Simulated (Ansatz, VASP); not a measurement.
**One calculation of Ba2CuSO2, two programs**

```xyz
6
Lattice="4.1490 0.0000 0.0000 0.0000 4.1490 0.0000 0.0000 0.0000 7.6850" Properties=species:S:1:pos:R:3 pbc="T T T"
Ba    2.0745    2.0745    5.8211
Ba    2.0745    2.0745    1.8639
Cu    0.0000    0.0000    3.8425
S     0.0000    0.0000    0.0000
O     0.0000    2.0745    3.8425
O     2.0745    0.0000    3.8425
```

Alike in both runs: task single point; functional PBEsol; dispersion D3(BJ); k mesh 6 × 6 × 3; occupations fermi-dirac, width 0.1 eV; no spin polarisation.

|  | VASP | Ansatz |
| --- | --- | --- |
| version | VASP 6.6.1 | Ansatz 0.2.0 |
| potentials or method | VASP PAW PBE potentials, release 64 (Ba_sv, Cu, S, O), cutoff 520 eV | plane waves, PAW |
| valence electrons in the cell | 49 | 57 |

|  | VASP | Ansatz | Ansatz less VASP |
| --- | --- | --- | --- |
| pressure (GPa) | -10.9 | -11.7 | -0.84 |
| traceless stress, the component that is largest in VASP (GPa) | 1.14 | 1.09 | -0.047 |

VASP's potentials were made for PBE, not for PBEsol. VASP's potentials hold 49 valence electrons a cell and Ansatz's 57, so a difference there can come from the potentials and not from the codes.

Neither program's run includes spin-orbit coupling.
